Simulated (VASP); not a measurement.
Set up this calculation in VASP 6.6.1, as the native input.

- Task: single point
- Functional: LDA
- Potentials or basis: VASP PAW LDA potentials, release 64 (Ba_sv, Ti_sv, O)
- Cutoff: 600 eV
- k mesh: 7 × 7 × 7
- Occupations: fermi-dirac, width 0.05 eV
- Spin: no spin polarisation
- Hubbard terms: Ti d U = 4.0 eV
- Dipole correction: no
- Further INCAR settings: ALGO = Normal; EDIFF = 1e-06; NBANDS = 28

The structure of BaTiO3 lies in POSCAR:

```
BaTiO3
1.0
    3.7045201400     -0.0164086700      0.1850707500
   -0.0164086700      4.1845119100      0.0252851300
    0.1859128600      0.0254001800      3.8917432000
Ba Ti O
1 1 3
Direct
    0.0079135000      0.8826144600      0.9595903500
    0.5057494400      0.4221216700      0.5978274100
    0.4583818900      0.7889325800      0.9816514100
    0.5577995400      0.8957006400      0.4656881200
    0.9701556400      0.5106306500      0.4952427000
```

One way to write it, as run:

INCAR

```
SYSTEM = BaTiO3
PREC = Accurate ; ENCUT = 600
EDIFF = 1E-6 ; ISMEAR = -1
SIGMA = 0.05 ; LREAL = .False.
LASPH = .True. ; NELM = 200
ALGO = Normal ; ISIF = 2
LWAVE = .False. ; LCHARG = .True.
LMAXMIX = 4 ; LDAU = .True.
LDAUTYPE = 2 ; LDAUL = -1 2 -1
LDAUU = 0 4 0 ; LDAUJ = 0 0 0
LDAUPRINT = 1 ; GGA = CA
LELF = .True. ; LVHAR = .True.
NBANDS = 28 ; GGA_COMPAT = .False.
```

KPOINTS

```
regular mesh
0
Gamma
  7 7 7
  0 0 0
```

Potentials or basis: VASP PAW LDA potentials, release 64 (Ba_sv, Ti_sv, O).

Launch:

```sh
$ cat potpaw_LDA.64/Ba_sv/POTCAR potpaw_LDA.64/Ti_sv/POTCAR potpaw_LDA.64/O/POTCAR > POTCAR
$ mpirun -np 1 vasp_std > vasp.out
```

It gave:

* Pressure: 62.9 GPa
* Largest force: 15.414 eV/Å
* Band gap on the k mesh: zero (bands 20 and 21 overlap by 0.09 eV)

Caveat: the stress differs along the axes, from 6 to 138 GPa; spin-orbit coupling is left out, which moves the levels of the heavy elements; U without spin polarisation on a metal has little footing; forces of over 1 eV/Å act on the atoms, so gaps and moduli don't describe the material at rest.

Wall time 7.4 min on 1 thread of Oxide Virtual Turin-like Processor, on a shared host, peak memory 0.39 GiB.
